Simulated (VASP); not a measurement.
A run of VASP 6.6.1 is set up as follows.

File INCAR:

```
SYSTEM = BN
ALGO     = Normal         ! electronic algorithm
EDIFF    = 1E-8           ! SCF threshold, eV
ENCUT    = 520            ! plane-wave cutoff, eV
ISIF     = 2              ! what is computed and relaxed
ISMEAR   = -1             ! smearing method
LASPH    = .TRUE.         ! aspherical terms in the spheres
LCHARG   = .FALSE.        ! write CHGCAR
LEFG     = .TRUE.       
LREAL    = .FALSE.        ! projectors in reciprocal space
LWAVE    = .FALSE.        ! write WAVECAR
NBANDS   = 11             ! bands
NELM     = 80             ! most SCF steps
PREC     = Accurate       ! precision mode
SIGMA    = 0.02           ! smearing width, eV
```

Contents of KPOINTS:

```
k-points
0
G
  14 14 14
  0 0 0
```

File POSCAR:

```
BN
1.0
    0.0000000000      1.8075000000      1.8075000000
    1.8075000000      0.0000000000      1.8075000000
    1.8075000000      1.8075000000      0.0000000000
B N
1 1
Direct
    0.0000000000      0.0000000000      0.0000000000
    0.2500000000      0.2500000000      0.2500000000
```

Potentials or basis: VASP PAW LDA potentials, release 64 (B, N).

Run with:

```console
$ cat potpaw_LDA.64/B/POTCAR potpaw_LDA.64/N/POTCAR > POTCAR
$ mpirun -np 1 vasp_std > vasp.out
```

Problem. Predict the pressure.

Solution. -10.1 GPa.

Problem. Estimate the band gap on the k mesh.

Solution. 4.34 eV, indirect (least direct gap 8.68 eV).

Caveat: without QUAD_EFG the Cq values of the log hold for a quadrupole moment of 1 mb, not for the nuclei. A k mesh can miss the band edges.
